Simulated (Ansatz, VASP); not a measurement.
**KCl in VASP and in Ansatz**

```
CELL_PARAMETERS angstrom
0.00000 3.14647 3.14647
3.14647 0.00000 3.14647
3.14647 3.14647 0.00000
ATOMIC_POSITIONS crystal
K 0.00000 0.00000 0.00000
Cl 0.50000 0.50000 0.50000
```

Alike in both runs: task single point; functional PBEsol; k mesh 3 × 3 × 3; no spin polarisation.

|  | VASP | Ansatz |
| --- | --- | --- |
| version | VASP 6.6.1 | Ansatz 0.2.0 |
| potentials or method | VASP PAW PBE potentials, release 64 (K_sv, Cl), cutoff 520 eV | plane waves, PAW |
| occupations | gaussian, width 0.01 eV | fixed |
| valence electrons in the cell | 16 | 16 |

```csv
,VASP,Ansatz,Ansatz less VASP
gap on the k mesh at the Fermi level (eV),5.02,5.02,+0.005
```

VASP's potentials were made for PBE, not for PBEsol.

The k mesh is coarse, so the values compare programs but aren't converged.
